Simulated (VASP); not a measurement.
A run of VASP 6.6.1 is set up as follows.

File INCAR:

```
SYSTEM = Si8Ni4B
ALGO = Normal
EDIFF = 1E-6
ENCUT = 520
GGA_COMPAT = .FALSE.
ISIF = 2
ISMEAR = 1
LASPH = .TRUE.
LCHARG = .TRUE.
LELF = .TRUE.
LREAL = .FALSE.
LVHAR = .TRUE.
LWAVE = .FALSE.
NBANDS = 50
NELM = 120
PREC = Accurate
SIGMA = 0.1
```

Contents of KPOINTS:

```
k-points
0
G
  3 3 3
  0 0 0
```

The input POSCAR:

```
Si8Ni4B
1.0
    5.4428764300      0.0000000000      0.0000000000
    0.0000000000      5.4428764300      0.0000000000
    0.0000000000      0.0000000000      5.4428764300
Si Ni B
8 4 1
Direct
    0.2292360700      0.2610932500      0.2621317700
    0.2589762800      0.7394928600      0.7404443200
    0.7371209300      0.2612894600      0.7701737600
    0.7374862500      0.7692309700      0.2619560700
    0.2408843700      0.2696102900      0.7585058200
    0.2401713800      0.7582640300      0.2698352200
    0.7837585600      0.2146717700      0.2157386300
    0.7292480900      0.7579636700      0.7589392400
    0.0138062700     -0.0148051000     -0.0148316700
   -0.0320807600      0.5096175600      0.5104664100
    0.4888976700      0.0301829500      0.5104763100
    0.4888881200      0.5096150900      0.0317919800
    0.5789797400      0.4191853000      0.4206608700
```

Potentials or basis: VASP PAW LDA potentials, release 64 (Si, Ni, B).

Command:

```sh
$ cat potpaw_LDA.64/Si/POTCAR potpaw_LDA.64/Ni/POTCAR potpaw_LDA.64/B/POTCAR > POTCAR
$ mpirun -np 1 vasp_std > vasp.out
```

Estimate the largest force.

0.308 eV/Å.

What does it give for the pressure?

-0.6 GPa.

Predict the band gap on the k mesh.

zero (an odd number of electrons rules out a gap without spin polarisation).

Forces on the atoms (eV/Å):
```
Si   0.056  0.022  0.021
Si  -0.024  0.023  0.023
Si  -0.021  0.022 -0.055
Si  -0.022 -0.056  0.021
Si   0.000 -0.021  0.000
Si   0.002 -0.001 -0.023
Si  -0.017  0.016  0.016
Si   0.023  0.000 -0.002
Ni  -0.054  0.053  0.054
Ni  -0.095  0.014  0.014
Ni  -0.013  0.093  0.013
Ni  -0.014  0.014  0.095
B    0.178 -0.179 -0.178
```

Caveat: the k points lie up to 0.38 Å⁻¹ apart, too coarse for converged energies and pressures of a metal. Spin polarisation is off, so any magnetic state and its effect on volume and gap are missing.
